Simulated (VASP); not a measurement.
A run of VASP 6.6.1 is set up as follows.

File INCAR:

```
SYSTEM = Ru
  PREC = Accurate
  ENCUT = 520
  EDIFF = 1E-8
  ISMEAR = -1
  SIGMA = 0.15
  LREAL = .FALSE.
  LASPH = .TRUE.
  NELM = 80
  ALGO = Normal
  ISIF = 2
  LWAVE = .FALSE.
  LCHARG = .FALSE.
  GGA = PS
  NBANDS = 21
  IBRION = 8
  NSW = 1
```

File KPOINTS:

```
Automatic mesh
0
G
  18 18 10
  0 0 0
```

The input POSCAR:

```
Ru
1.0
    2.6916927099      0.0000000000      0.0000000000
   -1.3458463550      2.3310742660      0.0000000000
    0.0000000000      0.0000000000      4.2517439369
Ru
2
Direct
    0.3333333333      0.6666666667      0.2500000000
    0.6666666667      0.3333333333      0.7500000000
```

Potentials or basis: VASP PAW PBE potentials, release 64 (Ru_pv).

Command:

```bash
$ cat potpaw_PBE.64/Ru_pv/POTCAR > POTCAR
$ mpirun -np 1 vasp_std > vasp.out
```

Task: What does it give for the highest phonon frequency at Γ?

Result: 263 cm⁻¹.

Phonon frequencies in cm⁻¹ (negative: imaginary):
```csv
q point,frequencies
"(0.000, 0.000, 0.000)",0 0 0 200 200 263
```
